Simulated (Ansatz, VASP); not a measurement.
# Hg: VASP beside Ansatz

```
Hg
1.0
     2.34726   -2.01789   -0.01897
     2.34726    2.01789   -0.01897
    -0.39223    0.00000    3.02781
Hg
1
Cartesian
  2.1511 0.0000 1.4949
```

Alike in both runs: task single point; functional PBEsol; k mesh 14 × 14 × 14; occupations gaussian, width 0.1 eV; no spin polarisation.

|  | VASP | Ansatz |
| --- | --- | --- |
| version | VASP 6.6.1 | Ansatz 0.2.0 |
| potentials or method | VASP PAW PBE potentials, release 64 (Hg), cutoff 520 eV | scalar-relativistic, plane waves, PAW |
| valence electrons in the cell | 12 | 20 |

```csv
,VASP,Ansatz,Ansatz less VASP
gap on the k mesh at the Fermi level (eV),none,none,-
pressure (GPa),-2.9,-3.2,-0.24
"traceless stress, the component that is largest in VASP (GPa)",-0.30,-0.32,-0.020
```

VASP's potentials were made for PBE, not for PBEsol. A gap of «none» marks a metal or a gap that the smearing closes. With one functional, cell and mesh, what is left measures potentials, basis and numerics. VASP's potentials hold 12 valence electrons a cell and Ansatz's 20, so a difference there can come from the potentials and not from the codes.

Spin-orbit coupling is off throughout.
